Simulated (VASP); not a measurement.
# ZnS (P3m1) in VASP: electric field gradients with r2SCAN

Aim: the electric field gradients of ZnS with r2SCAN.

Program: VASP 6.6.1. These are calculated values, not measurements. Logs are shortened: lines on timing, memory, paths and dates and some standing lists are left out, and cuts for length are marked.

### Step 1. The cell of the first run

It takes space group P3m1 (No. 156, trigonal). Conventional cell: a = 3.805 Å, b = 3.805 Å, c = 24.916 Å, α = 90.00°, β = 90.00°, γ = 120.00°. Zn (site symmetry 3m) has 4 S at 2.33 Å within 3.1 Å. Zn (site symmetry 3m) has 4 S at 2.33 Å within 3.1 Å. Within 3.1 Å of Zn (site symmetry 3m) lie 4 S at 2.33 Å. Zn (site symmetry 3m) has 4 S at 2.33 Å within 3.1 Å. Zn (site symmetry 3m) has 4 S at 2.33 Å within 3.1 Å. Within 3.1 Å of Zn (site symmetry 3m) lie 4 S at 2.33 Å. Within 3.1 Å of Zn (site symmetry 3m) lie 4 S at 2.33 Å. Zn (site symmetry 3m) has 4 S at 2.33 Å within 3.1 Å.

### Step 2. Electric field gradients, r2SCAN

Contents of POSCAR:

```
ZnS
1.0
    3.8050880673      0.0000000000      0.0000000000
   -1.9025440336      3.2953029299      0.0000000000
    0.0000000000      0.0000000000     24.9159345000
Zn S
8 8
Direct
    0.3333333333      0.6666666667      0.1251184100
    0.0000000000      0.0000000000      0.0001589700
    0.6666666667      0.3333333333      0.6250474700
    0.6666666667      0.3333333333      0.8751387000
    0.0000000000      0.0000000000      0.7500222700
    0.3333333333      0.6666666667      0.5000781600
    0.0000000000      0.0000000000      0.3750879400
    0.6666666667      0.3333333333      0.2501284900
    0.6666666667      0.3333333333      0.3437219900
    0.6666666667      0.3333333333      0.7185811600
    0.3333333333      0.6666666667      0.2187340500
    0.0000000000      0.0000000000      0.8436723900
    0.6666666667      0.3333333333      0.9688127500
    0.0000000000      0.0000000000      0.0937260600
    0.3333333333      0.6666666667      0.5936859800
    0.0000000000      0.0000000000      0.4686862100
```

Contents of INCAR.step1:

```
SYSTEM = ZnS
  PREC = Accurate
  ENCUT = 520
  ISMEAR = -1
  SIGMA = 0.02
  LREAL = Auto
  LASPH = .True.
  NELM = 100
  NBANDS = 86
  GGA = PE
  ALGO = Normal
  EDIFF = 1E-4
  LWAVE = .True.
  LCHARG = .False.
```

Contents of INCAR.step2:

```
SYSTEM = ZnS
  PREC = Accurate
  ENCUT = 520
  EDIFF = 1E-8
  ISMEAR = -1
  SIGMA = 0.02
  LREAL = Auto
  LASPH = .True.
  NELM = 100
  ALGO = Normal
  ISIF = 2
  LWAVE = .False.
  LCHARG = .False.
  METAGGA = R2SCAN
  LMIXTAU = .True.
  LEFG = .True.
  NBANDS = 86
  ISTART = 1
```

Contents of KPOINTS:

```
Automatic mesh
0
Gamma
  8 8 2
  0 0 0
```

Potentials or basis: VASP PAW PBE potentials, release 64 (Zn, S).

Started as:

```console
$ cat potpaw_PBE.64/Zn/POTCAR potpaw_PBE.64/S/POTCAR > POTCAR
$ cp INCAR.step1 INCAR
$ mpirun -np 1 vasp_std > vasp.out
$ cp INCAR.step2 INCAR
$ mpirun -np 1 vasp_std > vasp.out
```

OUTCAR:

```text
SYSTEM = ZnS
   PREC = Accurate
   ENCUT = 520
   EDIFF = 1E-8
   ISMEAR = -1
   LREAL = Auto
   LASPH = .True.
   NELM = 100
   ISIF = 2
   METAGGA = R2SCAN
   ISTART = 1

 ion  position               nearest neighbor table
   1  0.333  0.667  0.125-  14 2.33  14 2.33  14 2.33  11 2.33
   2  0.000  0.000  0.000-  14 2.33  13 2.33  13 2.33  13 2.33
   3  0.667  0.333  0.625-  10 2.33  15 2.33  15 2.33  15 2.33
   4  0.667  0.333  0.875-  12 2.33  12 2.33  12 2.33  13 2.33
   5  0.000  0.000  0.750-  10 2.33  10 2.33  10 2.33  12 2.33
   6  0.333  0.667  0.500-  16 2.33  16 2.33  16 2.33  15 2.33
[... 8 lines left out ...]
  15  0.333  0.667  0.594-   3 2.33   3 2.33   3 2.33   6 2.33
  16  0.000  0.000  0.469-   6 2.33   6 2.33   6 2.33   7 2.33

  LATTYP: Found a hexagonal cell.
 ALAT       =     3.8050880673
 C/A-ratio  =     6.5480572484

  Lattice vectors:

 A1 = (   3.8050880673,   0.0000000000,   0.0000000000)
 A2 = (  -1.9025440336,   3.2953029299,   0.0000000000)
 A3 = (   0.0000000000,   0.0000000000,  24.9159345000)

Analysis of symmetry for initial positions (statically):
=====================================================================
 Subroutine PRICEL returns:
 Original cell was already a primitive cell.

 Routine SETGRP: Setting up the symmetry group for a
 hexagonal supercell.

 Subroutine GETGRP returns: Found  6 space group operations
 (whereof  6 operations were pure point group operations)
 out of a pool of 24 trial point group operations.

The static configuration has the point symmetry C_3v.

Analysis of symmetry for dynamics (positions and initial velocities):
=====================================================================
 Subroutine PRICEL returns:
 Original cell was already a primitive cell.

 Routine SETGRP: Setting up the symmetry group for a
 hexagonal supercell.

 Subroutine GETGRP returns: Found  6 space group operations
 (whereof  6 operations were pure point group operations)
 out of a pool of 24 trial point group operations.

The dynamic configuration has the point symmetry C_3v.

 Subroutine INISYM returns: Found  6 space group operations
 (whereof  6 operations are pure point group operations),
 and found     1 'primitive' translations

----------------------------------------------------------------------------------------

                                     Primitive cell

  volume of cell :     312.4189

  direct lattice vectors                    reciprocal lattice vectors
     3.805088067  0.000000000  0.000000000     0.262806007  0.151731119  0.000000000
    -1.902544034  3.295302930  0.000000000     0.000000000  0.303462237  0.000000000
     0.000000000  0.000000000 24.915934500     0.000000000  0.000000000  0.040134959

  length of vectors
     3.805088067  3.805088067 24.915934500     0.303462237  0.303462237  0.040134959

  position of ions in fractional coordinates (direct lattice)
     0.333333333  0.666666667  0.125118410
     0.000000000  0.000000000  0.000158970
     0.666666667  0.333333333  0.625047470
     0.666666667  0.333333333  0.875138700
     0.000000000  0.000000000  0.750022270
     0.333333333  0.666666667  0.500078160
[... 8 lines left out ...]
     0.333333333  0.666666667  0.593685980
     0.000000000  0.000000000  0.468686210

  ion indices of the primitive-cell ions
   primitive index   ion index
                 1           1
                 2           2
                 3           3
                 4           4
                 5           5
                 6           6
[... 8 lines left out ...]
                15          15
                16          16

----------------------------------------------------------------------------------------
[... 65 lines left out ...]
   EDIFF  = 0.1E-07   stopping-criterion for ELM
   LREAL  =      T    real-space projection
   EDIFFG = 0.1E-06   stopping-criterion for IOM
   NSW    =      0    number of steps for IOM
   IBRION =     -1    ionic relax: 0-MD 1-quasi-New 2-CG
   NFREE  =      0    steps in history (QN), initial steepest desc. (CG)
   ISIF   =      2    stress and relaxation
   ISYM   =      2    0-nonsym 1-usesym 2-fastsym
   POTIM  = 0.5000    time-step for ionic-motion
   TEBEG  =    0.0;   TEEND  =   0.0 temperature during run
   PSTRESS=    0.0 pullay stress
   NELECT =     144.0000    total number of electrons
   NUPDOWN=      -1.0000    fix difference up-down
   EMIN   =  10.00;   EMAX   =-10.00  energy-range for DOS
   EFERMI =   0.00;   METHOD = LEGACY
   ISMEAR =    -1;   SIGMA  =   0.02  broadening in eV -4-tet -1-fermi 0-gaus
   EFERMI_NEDOS =   21; number of points for ismear=-14 and -15
   IALGO  =     38    algorithm
   IMIX   =      4    mixing-type and parameters
     AMIX     =   0.40;   BMIX     =  1.00
     AMIX_MAG =   1.60;   BMIX_MAG =  1.00
  volume/ion in A,a.u.               =      19.53       131.77
  Fermi-wavevector in a.u.,A,eV,Ry     =   1.264591  2.389730 21.758289  1.599189
  Thomas-Fermi vector in A             =   2.397888
   LORBIT       =      0    0 simple, 1 ext, 2 COOP (PROOUT), +10 PAW based schemes
   METAGGA = R2SCAN    functional components
   LHFCALC =     F    Hartree Fock is set to
   AEXX    =    0.0000 exact exchange contribution
   IVDW    =     0    specifies the selected vdW correction
   LEPSILON=     F    determine dielectric tensor
   LRPA    =     F    only Hartree local field effects (RPA)
 non-spin polarized calculation
  energy-cutoff  :      520.00
  volume of cell :      312.42
 maximum number of plane-waves:      8463
   NGX = 15   NGY = 15   NGZ = 93

 number of electron     143.9999939 magnetization

 Free energy of the ion-electron system (eV)
  ---------------------------------------------------
  ext. energy  EPLUGINS =         0.00000000
  ---------------------------------------------------
  free energy    TOTEN  =      -150.92769410 eV

  energy without entropy =     -150.92769410  energy(sigma->0) =     -150.92769410

 E-fermi :   2.3954     XC(G=0): -10.3341

 val. band max:        1.9355935028   @ k =   0.0000   0.0000   0.0000
 cond. band min:       4.6729978771   @ k =   0.0000   0.0000   0.0000
 fundamental gap:      2.7374043743
 Fermi energy:         2.3953926487

 k-point     1 :       0.0000    0.0000    0.0000
  band No.  band energies     occupation
      1     -11.8243      2.00000
      2     -11.7045      2.00000
      3     -11.6998      2.00000
      4     -11.3852      2.00000
      5     -11.3849      2.00000
      6     -11.0280      2.00000
[... 1729 lines left out ...]
     83       8.3976      0.00000
     84       8.4353      0.00000
 [bands above 84 left out]

------------------------ aborting loop because EDIFF is reached ----------------------------------------

  FORCE on cell =-STRESS in cart. coord.  units (eV):
  Direction    XX          YY          ZZ          XY          YZ          ZX
  --------------------------------------------------------------------------------------
  -------------------------------------------------------------------------------------
  Total        0.4155726      0.4155726      0.2638133      0.0000000      0.0000000      0.0000000
  in kB        2.1311806      2.1311806      1.3529137      0.0000000      0.0000000      0.0000000
  external PRESSURE =       1.8717583 kB  Pullay stress =       0.0000000 kB

 VOLUME and BASIS-vectors are now :
 -----------------------------------------------------------------------------
  energy-cutoff  :      520.00
  volume of cell :      312.42
      direct lattice vectors                 reciprocal lattice vectors
     3.805088067  0.000000000  0.000000000     0.262806007  0.151731119  0.000000000
    -1.902544034  3.295302930  0.000000000     0.000000000  0.303462237  0.000000000
     0.000000000  0.000000000 24.915934500     0.000000000  0.000000000  0.040134959

 POSITION                                       TOTAL-FORCE (eV/Angst)
 -----------------------------------------------------------------------------------
     -0.00000      2.19687      3.11744         0.000000     -0.000000     -0.015885
      0.00000      0.00000      0.00396         0.000000     -0.000000      0.001011
      1.90254      1.09843     15.57364         0.000000     -0.000000     -0.013870
      1.90254      1.09843     21.80490        -0.000000      0.000000     -0.007395
      0.00000      0.00000     18.68751         0.000000     -0.000000     -0.016518
     -0.00000      2.19687     12.45991        -0.000000     -0.000000     -0.017409
[... 8 lines left out ...]
     -0.00000      2.19687     14.79224         0.000000      0.000000      0.009817
      0.00000      0.00000     11.67775         0.000000      0.000000      0.013194
 -----------------------------------------------------------------------------------
    total drift:                               -0.000107      0.000056     -0.082441

  FREE ENERGIE OF THE ION-ELECTRON SYSTEM (eV)
  ---------------------------------------------------
  free  energy   TOTEN  =      -150.9276940966 eV

  energy  without entropy=     -150.9276940966  energy(sigma->0) =     -150.92769410

 Electric field gradients (V/A^2)
---------------------------------------------------------------------
 ion       V_xx      V_yy      V_zz      V_xy      V_xz      V_yz
---------------------------------------------------------------------
   1      -0.035    -0.028     0.063     0.006     0.000    -0.000
   2      -0.192    -0.191     0.382     0.001     0.000    -0.000
   3       0.061     0.067    -0.128     0.006     0.000    -0.000
   4       0.213     0.220    -0.433     0.006    -0.000     0.000
   5       0.403     0.404    -0.807     0.001     0.000    -0.000
   6      -0.010    -0.003     0.013     0.006     0.000    -0.000
[... 8 lines left out ...]
  15      -0.416    -0.417     0.833    -0.000     0.000    -0.000
  16      -0.441    -0.440     0.880     0.001     0.000    -0.000
---------------------------------------------------------------------

 Electric field gradients after diagonalization (V/A^2)
 (convention: |V_zz| > |V_xx| > |V_yy|)
----------------------------------------------------------------------
 ion       V_xx      V_yy      V_zz     asymmetry (V_yy - V_xx)/ V_zz
----------------------------------------------------------------------
   1      -0.038    -0.025     0.063       0.208
   2      -0.192    -0.191     0.382       0.003
   3       0.070     0.057    -0.128       0.102
   4       0.223     0.210    -0.433       0.030
   5       0.404     0.403    -0.807       0.001
   6       0.013     0.000    -0.013       0.970
[... 8 lines left out ...]
  15      -0.417    -0.416     0.833       0.001
  16      -0.441    -0.440     0.880       0.001
----------------------------------------------------------------------

           NMR quadrupolar parameters

 Cq : quadrupolar parameter    Cq=e*Q*V_zz/h
 eta: asymmetry parameters     (V_yy - V_xx)/ V_zz
 Q  : nuclear electric quadrupole moment in mb (millibarn)
----------------------------------------------------------------------
 ion       Cq(MHz)       eta       Q (mb)
----------------------------------------------------------------------
   1       0.000       0.208       1.000
   2       0.001       0.003       1.000
   3      -0.000       0.102       1.000
   4      -0.001       0.030       1.000
   5      -0.002       0.001       1.000
   6      -0.000       0.970       1.000
[... 8 lines left out ...]
  15       0.002       0.001       1.000
  16       0.002       0.001       1.000
----------------------------------------------------------------------
```

Wall time 41 min (1 thread of Intel Xeon 6975P-C (Granite Rapids), shared host); peak memory 0.62 GiB.

What came out:

| Quantity | Value |
| --- | --- |
| Free energy | -150.9277 eV |
| Pressure | 0.2 GPa |
| Largest force | 0.017 eV/Å |
| Band gap on the k mesh | 2.74 eV, direct |

Forces on the atoms (eV/Å):
```
Zn   0.000  0.000 -0.016
Zn   0.000  0.000  0.001
Zn   0.000  0.000 -0.014
Zn   0.000  0.000 -0.007
Zn   0.000  0.000 -0.017
Zn   0.000  0.000 -0.017
Zn   0.000  0.000 -0.011
Zn   0.000  0.000 -0.009
S    0.000  0.000  0.012
S    0.000  0.000  0.004
S    0.000  0.000  0.012
S    0.000  0.000  0.009
S    0.000  0.000  0.013
S    0.000  0.000  0.016
S    0.000  0.000  0.010
S    0.000  0.000  0.013
```

Electric field gradients, principal values (V/Å²):
```
atom   least  middle  greatest (by size)
1 Zn  -0.025  -0.038               0.063
2 Zn  -0.191  -0.192               0.382
3 Zn   0.057   0.070              -0.128
4 Zn   0.210   0.223              -0.433
5 Zn   0.403   0.404              -0.807
6 Zn   0.000  -0.013               0.013
7 Zn  -0.007  -0.008               0.015
8 Zn   0.023   0.036              -0.060
 9 S  -0.407  -0.408               0.816
10 S  -0.526  -0.527               1.053
11 S  -0.458  -0.459               0.918
12 S  -1.441  -1.442               2.884
13 S  -1.251  -1.252               2.503
14 S  -0.442  -0.443               0.885
15 S  -0.416  -0.417               0.833
16 S  -0.440  -0.441               0.880
```

Caveat: without QUAD_EFG the Cq values of the log hold for a quadrupole moment of 1 mb, not for the nuclei; the PAW data sets were made with another functional, which shifts forces and pressure a little. A k mesh can miss the band edges.
